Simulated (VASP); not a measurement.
Input of a VASP 6.6.1 run:

File INCAR:

```
SYSTEM = MoS2
PREC     = Accurate       ! precision mode
ENCUT    = 520            ! plane-wave cutoff, eV
EDIFF    = 1E-6           ! SCF threshold, eV
ISMEAR   = 0              ! smearing method
SIGMA    = 0.15           ! smearing width, eV
LREAL    = .FALSE.        ! projectors in reciprocal space
LASPH    = .TRUE.         ! aspherical terms in the spheres
NELM     = 100            ! most SCF steps
ALGO     = Normal         ! electronic algorithm
ISIF     = 2              ! what is computed and relaxed
LWAVE    = .FALSE.        ! write WAVECAR
LCHARG   = .TRUE.         ! write CHGCAR
GGA      = CA             ! functional
LELF     = .TRUE.         ! ELF
LVHAR    = .TRUE.       
NBANDS   = 20             ! bands
```

Contents of KPOINTS:

```
Automatic mesh
0
G
  12 12 2
  0 0 0
```

POSCAR

```
MoS2
1.0
    3.1841300000      0.0000000000      0.0000000000
   -1.5920600000      2.7575300000      0.0000000000
    0.0000000000      0.0000000000     17.3346000000
Mo S
1 2
Direct
    0.0000000000      0.0000000000      0.0000000000
    0.3333333333      0.6666666667      0.0894900000
    0.3333333333      0.6666666667      0.9105100000
```

Potentials or basis: VASP PAW LDA potentials, release 64 (Mo_sv, S).

Command:

```console
$ cat potpaw_LDA.64/Mo_sv/POTCAR potpaw_LDA.64/S/POTCAR > POTCAR
$ mpirun -np 1 vasp_std > vasp.out
```

Predict the band gap on the k mesh.

1.59 eV (least direct gap 1.66 eV).

Predict the largest force.

0.376 eV/Å.

Forces in eV/Å, atoms in the order of the input:
```
Mo   0.000  0.000  0.000
S    0.000  0.000 -0.376
S    0.000  0.000  0.376
```

Caveat: there is no dipole correction, which matters where the two faces differ.
